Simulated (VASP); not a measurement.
# Re in VASP: further runs, part 2 of 3

VASP 6.6.1.

### 4 Electric field gradients, PBE, non-collinear spin, zero start, spin-orbit coupling

INCAR reads:

```
SYSTEM = Re
PREC = Accurate
ENCUT = 520
EDIFF = 1E-8
ISMEAR = -1
SIGMA = 0.03
LREAL = .FALSE.
LASPH = .TRUE.
NELM = 150
ALGO = Normal
ISIF = 2
LWAVE = .FALSE.
LCHARG = .FALSE.
LNONCOLLINEAR = .TRUE.
MAGMOM = 0 0 0
LORBIT = 11
LSORBIT = .TRUE.
GGA_COMPAT = .FALSE.
LORBMOM = .TRUE.
LMAXMIX = 4
GGA = PE
LEFG = .TRUE.
NBANDS = 18
```

KPOINTS reads:

```
regular mesh
0
G
  14 14 14
  0 0 0
```

POSCAR reads:

```
Re
1.0
    0.0000000000      1.9750000000      1.9750000000
    1.9750000000      0.0000000000      1.9750000000
    1.9750000000      1.9750000000      0.0000000000
Re
1
Direct
    0.0000000000      0.0000000000      0.0000000000
```

Potentials or basis: VASP PAW PBE potentials, release 64 (Re).

Launch:

```
cat potpaw_PBE.64/Re/POTCAR > POTCAR
mpirun -np 1 vasp_ncl > vasp.out
```

OUTCAR:

```text
SYSTEM = Re
   PREC = Accurate
   ENCUT = 520
   EDIFF = 1E-8
   ISMEAR = -1
   LREAL = .FALSE.
   LASPH = .TRUE.
   NELM = 150
   ISIF = 2
   LNONCOLLINEAR = .TRUE.
   LORBIT = 11
   LSORBIT = .TRUE.
   GGA = PE

 ion  position               nearest neighbor table
   1  0.000  0.000  0.000-

  LATTYP: Found a face centered cubic cell.
 ALAT       =     3.9500000000

  Lattice vectors:

 A1 = (   0.0000000000,   1.9750000000,   1.9750000000)
 A2 = (   1.9750000000,   0.0000000000,   1.9750000000)
 A3 = (   1.9750000000,   1.9750000000,   0.0000000000)

Analysis of symmetry for initial positions (statically):
=====================================================================
 Subroutine PRICEL returns:
 Original cell was already a primitive cell.

 Routine SETGRP: Setting up the symmetry group for a
 face centered cubic supercell.

 Subroutine GETGRP returns: Found 48 space group operations
 (whereof 48 operations were pure point group operations)
 out of a pool of 48 trial point group operations.

The static configuration has the point symmetry O_h .

Analysis of symmetry for dynamics (positions and initial velocities):
=====================================================================
 Subroutine PRICEL returns:
 Original cell was already a primitive cell.

 Routine SETGRP: Setting up the symmetry group for a
 face centered cubic supercell.

 Subroutine GETGRP returns: Found 48 space group operations
 (whereof 48 operations were pure point group operations)
 out of a pool of 48 trial point group operations.

The dynamic configuration has the point symmetry O_h .

Analysis of structural, dynamic, and magnetic symmetry:
=====================================================================
 Subroutine PRICEL returns:
 Original cell was already a primitive cell.

 Routine SETGRP: Setting up the symmetry group for a
 face centered cubic supercell.

 Subroutine GETGRP returns: Found 48 space group operations
 (whereof 48 operations were pure point group operations)
 out of a pool of 48 trial point group operations.

The overall configuration has the point symmetry O_h .

 Subroutine INISYM returns: Found 48 space group operations
 (whereof 48 operations are pure point group operations),
 and found     1 'primitive' translations

----------------------------------------------------------------------------------------

                                     Primitive cell

  volume of cell :      15.4075

  direct lattice vectors                    reciprocal lattice vectors
     0.000000000  1.975000000  1.975000000    -0.253164557  0.253164557  0.253164557
     1.975000000  0.000000000  1.975000000     0.253164557 -0.253164557  0.253164557
     1.975000000  1.975000000  0.000000000     0.253164557  0.253164557 -0.253164557

  length of vectors
[... 137 lines left out ...]

 k-point     1 :       0.0000    0.0000    0.0000
  band No.  band energies     occupation
      1      -2.2147      1.00000
      2      -2.2147      1.00000
      3       5.5564      1.00000
      4       5.5564      1.00000
      5       5.5564      1.00000
      6       5.5564      1.00000
[... 481 lines left out ...]
      5       5.9077      1.00000
      6       5.9077      1.00000
[... 10 lines left out ...]
     17      27.5431      0.00000
     18      27.5431      0.00000

 [... further k-points ...]
[... 5 lines left out ...]
  --------------------------------------------------------------------------------------
  -------------------------------------------------------------------------------------
  Total       -0.8725599     -0.8725599     -0.8725599      0.0000000     -0.0000000      0.0000000
  in kB      -90.7349351    -90.7349351    -90.7349351      0.0000000     -0.0000000      0.0000000
  external PRESSURE =     -90.7349351 kB  Pullay stress =       0.0000000 kB

 VOLUME and BASIS-vectors are now :
 -----------------------------------------------------------------------------
  energy-cutoff  :      520.00
  volume of cell :       15.41
      direct lattice vectors                 reciprocal lattice vectors
     0.000000000  1.975000000  1.975000000    -0.253164557  0.253164557  0.253164557
     1.975000000  0.000000000  1.975000000     0.253164557 -0.253164557  0.253164557
     1.975000000  1.975000000  0.000000000     0.253164557  0.253164557 -0.253164557

 POSITION                                       TOTAL-FORCE (eV/Angst)
 -----------------------------------------------------------------------------------
      0.00000      0.00000      0.00000         0.000000      0.000000      0.000000
 -----------------------------------------------------------------------------------
    total drift:                               -0.000000      0.000000      0.000000

  FREE ENERGIE OF THE ION-ELECTRON SYSTEM (eV)
  ---------------------------------------------------
  free  energy   TOTEN  =       -12.6721625124 eV

  energy  without entropy=      -12.6689970050  energy(sigma->0) =      -12.67057976

 Electric field gradients (V/A^2)
---------------------------------------------------------------------
 ion       V_xx      V_yy      V_zz      V_xy      V_xz      V_yz
---------------------------------------------------------------------
   1       0.000     0.000     0.000     0.000     0.000     0.000
---------------------------------------------------------------------

 Electric field gradients after diagonalization (V/A^2)
 (convention: |V_zz| > |V_xx| > |V_yy|)
----------------------------------------------------------------------
 ion       V_xx      V_yy      V_zz     asymmetry (V_yy - V_xx)/ V_zz
----------------------------------------------------------------------
   1      -0.000    -0.000     0.000       0.000
----------------------------------------------------------------------

           NMR quadrupolar parameters

 Cq : quadrupolar parameter    Cq=e*Q*V_zz/h
 eta: asymmetry parameters     (V_yy - V_xx)/ V_zz
 Q  : nuclear electric quadrupole moment in mb (millibarn)
----------------------------------------------------------------------
 ion       Cq(MHz)       eta       Q (mb)
----------------------------------------------------------------------
   1       0.000       0.000       1.000
----------------------------------------------------------------------

 orbital moment (x)

 # of ion     p       d       tot
 ----------------------------------------
  1        -0.000  -0.000  -0.000
 ----------------------------------------
           -0.000  -0.000  -0.000

 orbital moment (y)

 # of ion     p       d       tot
 ----------------------------------------
  1        -0.000  -0.000  -0.000
 ----------------------------------------
           -0.000  -0.000  -0.000

 orbital moment (z)

 # of ion     p       d       tot
 ----------------------------------------
  1         0.000   0.000   0.000
 ----------------------------------------
            0.000   0.000   0.000

 Spin-Orbit-Coupling matrix elements

 Ion:    1  E_soc:     -0.6625757
 l=   1
     0.0000000    -0.0404664    -0.0404664
    -0.0404664     0.0000000    -0.0404664
    -0.0404664    -0.0404664     0.0000000
 l=   2
     0.0000000    -0.0133446     0.0000000    -0.0133446    -0.0566183
    -0.0133446     0.0000000    -0.0424637    -0.0133446    -0.0141546
     0.0000000    -0.0424637     0.0000000    -0.0424637     0.0000000
    -0.0133446    -0.0133446    -0.0424637     0.0000000    -0.0141546
    -0.0566183    -0.0141546     0.0000000    -0.0141546     0.0000000
 l=   3
     0.0000000     0.0000000     0.0000000     0.0000000     0.0000000     0.0000000     0.0000000
     0.0000000     0.0000000     0.0000000     0.0000000     0.0000000     0.0000000     0.0000000
     0.0000000     0.0000000     0.0000000     0.0000000     0.0000000     0.0000000     0.0000000
     0.0000000     0.0000000     0.0000000     0.0000000     0.0000000     0.0000000     0.0000000
     0.0000000     0.0000000     0.0000000     0.0000000     0.0000000     0.0000000     0.0000000
     0.0000000     0.0000000     0.0000000     0.0000000     0.0000000     0.0000000     0.0000000
     0.0000000     0.0000000     0.0000000     0.0000000     0.0000000     0.0000000     0.0000000

 total charge

# of ion       s       p       d       tot
------------------------------------------
    1        0.600   0.652   4.722   5.974

 magnetization (x)

# of ion       s       p       d       tot
------------------------------------------
    1       -0.000   0.000   0.000   0.000

 magnetization (y)

# of ion       s       p       d       tot
------------------------------------------
    1        0.000  -0.000  -0.000   0.000

 magnetization (z)

# of ion       s       p       d       tot
------------------------------------------
    1        0.000   0.000  -0.000  -0.000
```

OSZICAR:

```text
N       E                     dE             d eps       ncg     rms          rms(c)
DAV:   1     0.118295850122E+02    0.11830E+02   -0.32611E+03  7328   0.940E+02
DAV:   2    -0.125116275886E+02   -0.24341E+02   -0.20590E+02  6598   0.258E+02
DAV:   3    -0.133732849652E+02   -0.86166E+00   -0.80181E+00  6136   0.875E+01
DAV:   4    -0.133897761659E+02   -0.16491E-01   -0.16426E-01  6316   0.713E+00
DAV:   5    -0.133900415716E+02   -0.26541E-03   -0.26534E-03  6132   0.478E-01    0.299E+01
DAV:   6    -0.128562536508E+02    0.53379E+00   -0.29322E-01  7298   0.203E+01    0.132E+01
DAV:   7    -0.126915689477E+02    0.16468E+00   -0.13324E-01  7324   0.132E+01    0.646E+00
DAV:   8    -0.126749519330E+02    0.16617E-01   -0.10571E-02  7356   0.362E+00    0.272E-01
DAV:   9    -0.126723520236E+02    0.25999E-02   -0.46218E-04  6290   0.243E-01    0.880E-02
DAV:  10    -0.126721553851E+02    0.19664E-03   -0.96307E-05  6138   0.119E-01    0.301E-02
DAV:  11    -0.126721607491E+02   -0.53639E-05   -0.34310E-06  6036   0.193E-02    0.159E-02
DAV:  12    -0.126721626912E+02   -0.19422E-05   -0.12606E-06  6022   0.930E-03    0.136E-03
DAV:  13    -0.126721626242E+02    0.67040E-07   -0.23005E-08  5212   0.506E-03    0.164E-03
DAV:  14    -0.126721625208E+02    0.10337E-06   -0.17078E-08  3656   0.163E-03    0.304E-04
DAV:  15    -0.126721625124E+02    0.84599E-08   -0.20166E-10  2410   0.591E-04
   1 F= -.12672163E+02 E0= -.12670580E+02  d E =-.316551E-02  mag=    -0.0000     0.0000     0.0000
```

Wall time 2.9 min (1 thread of AMD EPYC 7R13, shared host); peak memory 0.19 GiB.

What came out:

* Free energy: -12.6722 eV
* Pressure: -9.1 GPa
* Net moment: 0.00 μB per cell
* Valence electrons inside the program's atomic spheres: Re 5.97

Moments on the atoms (μB; x, y, z):
```
Re  0.00 0.00 0.00
```

Caveat: without QUAD_EFG the Cq values of the log hold for a quadrupole moment of 1 mb, not for the nuclei.

### 5 Electric field gradients, PBE

INCAR reads:

```
PREC     = Accurate       # precision mode
ENCUT    = 520            # plane-wave cutoff, eV
EDIFF    = 1E-8           # SCF threshold, eV
ISMEAR   = -1             # smearing method
SIGMA    = 0.03           # smearing width, eV
LREAL    = False          # projectors in reciprocal space
LASPH    = True           # aspherical terms in the spheres
NELM     = 60             # most SCF steps
ALGO     = Normal         # electronic algorithm
ISIF     = 2              # what is computed and relaxed
LWAVE    = False          # write WAVECAR
LCHARG   = False          # write CHGCAR
GGA      = PE             # functional
LEFG     = True         
NBANDS   = 10             # bands
```

KPOINTS reads:

```
Automatic mesh
0
Gamma
  14 14 14
```

POSCAR is that of step 4.

Potentials or basis: VASP PAW PBE potentials, release 64 (Re).

Launch:

```
cat potpaw_PBE.64/Re/POTCAR > POTCAR
mpirun -np 1 vasp_std > vasp.out
```

OUTCAR:

```text
PREC = Accurate
   ENCUT = 520
   EDIFF = 1E-8
   ISMEAR = -1
   LREAL = False
   LASPH = True
   NELM = 60
   ISIF = 2
   GGA = PE

 ion  position               nearest neighbor table
   1  0.000  0.000  0.000-

  LATTYP: Found a face centered cubic cell.
 ALAT       =     3.9500000000

  Lattice vectors:

 A1 = (   0.0000000000,   1.9750000000,   1.9750000000)
 A2 = (   1.9750000000,   0.0000000000,   1.9750000000)
[... 518 lines left out ...]
    total drift:                                0.000000     -0.000000     -0.000000

  FREE ENERGIE OF THE ION-ELECTRON SYSTEM (eV)
  ---------------------------------------------------
  free  energy   TOTEN  =       -12.3444056971 eV

  energy  without entropy=      -12.3401194929  energy(sigma->0) =      -12.34226260

 Electric field gradients (V/A^2)
---------------------------------------------------------------------
 ion       V_xx      V_yy      V_zz      V_xy      V_xz      V_yz
---------------------------------------------------------------------
   1       0.000     0.000     0.000     0.000     0.000     0.000
---------------------------------------------------------------------

 Electric field gradients after diagonalization (V/A^2)
 (convention: |V_zz| > |V_xx| > |V_yy|)
----------------------------------------------------------------------
 ion       V_xx      V_yy      V_zz     asymmetry (V_yy - V_xx)/ V_zz
----------------------------------------------------------------------
   1      -0.000    -0.000     0.000       0.000
----------------------------------------------------------------------

           NMR quadrupolar parameters

 Cq : quadrupolar parameter    Cq=e*Q*V_zz/h
 eta: asymmetry parameters     (V_yy - V_xx)/ V_zz
 Q  : nuclear electric quadrupole moment in mb (millibarn)
----------------------------------------------------------------------
 ion       Cq(MHz)       eta       Q (mb)
----------------------------------------------------------------------
   1       0.000       0.000       1.000
----------------------------------------------------------------------
```

stdout:

```text
POSCAR found type information on POSCAR Re
 POSCAR found :  1 types and       1 ions
 scaLAPACK will be used
 LDA part: xc-table for (Slater+PW92), standard interpolation
 POSCAR, INCAR and KPOINTS ok, starting setup
 FFT: planning ... GRIDC
 FFT: planning ... GRID_SOFT
 FFT: planning ... GRID
 WAVECAR not read
 entering main loop
ion   1
```

Run time: 18 s. Hardware: 1 thread of Intel Xeon Platinum 8375C at 2.90GHz (Ice Lake), shared host; peak memory 0.15 GiB.

Results:

```yaml
Free_energy: -12.3444 eV
Pressure: -9.8 GPa
```

Caveat: without QUAD_EFG the Cq values of the log hold for a quadrupole moment of 1 mb, not for the nuclei; spin-orbit coupling is left out, which moves the levels of the heavy elements.

### 6 Density of states, PBE

POSCAR is that of step 5.

INCAR.step1 reads:

```
SYSTEM = Re
PREC = Accurate
ENCUT = 520
EDIFF = 1E-7
ISMEAR = -1
SIGMA = 0.03
LREAL = .False.
LASPH = .True.
NELM = 80
ALGO = Normal
ISIF = 2
LWAVE = .False.
LCHARG = .True.
LMAXMIX = 4
GGA = PE
NBANDS = 10
```

KPOINTS.step1 reads:

```
Automatic mesh
0
Gamma
  14 14 14
  0 0 0
```

INCAR.step2 reads:

```
SYSTEM = Re
PREC = Accurate
ENCUT = 520
EDIFF = 1E-7
ISMEAR = -5
SIGMA = 0.03
LREAL = .False.
LASPH = .True.
NELM = 80
ALGO = Normal
ISIF = 2
LWAVE = .False.
LCHARG = .False.
LMAXMIX = 4
GGA = PE
LORBIT = 11
NBANDS = 10
NEDOS = 2001
ICHARG = 11
```

KPOINTS.step2 reads:

```
Automatic mesh
0
Gamma
  21 21 21
  0 0 0
```

Potentials or basis: VASP PAW PBE potentials, release 64 (Re).

Launch:

```
cat potpaw_PBE.64/Re/POTCAR > POTCAR
cp INCAR.step1 INCAR
cp KPOINTS.step1 KPOINTS
mpirun -np 1 vasp_std > vasp.out
cp INCAR.step2 INCAR
cp KPOINTS.step2 KPOINTS
mpirun -np 1 vasp_std > vasp.out
```

Wall time 50 s (1 thread of Intel Xeon Platinum 8375C at 2.90GHz (Ice Lake), shared host); peak memory 0.17 GiB.

It converged, with:

| Property | Result |
| --- | --- |
| Valence electrons inside the program's atomic spheres | Re 5.99 |

Levels at points of the mesh, in eV from the Fermi level:
| k point | band 1 | band 2 | band 3 | band 4 | band 5 | band 6 | band 7 | band 8 |
| --- | --- | --- | --- | --- | --- | --- | --- | --- |
| (0.00, 0.00, 0.00) | -9.83 | -1.81 | -1.81 | -1.81 | 1.16 | 1.16 | 13.85 | 19.25 |

Caveat: spin-orbit coupling is left out, which moves the levels of the heavy elements; tetrahedron occupations give inexact forces and stress in metals.

(Continued in part 3 of 3.)
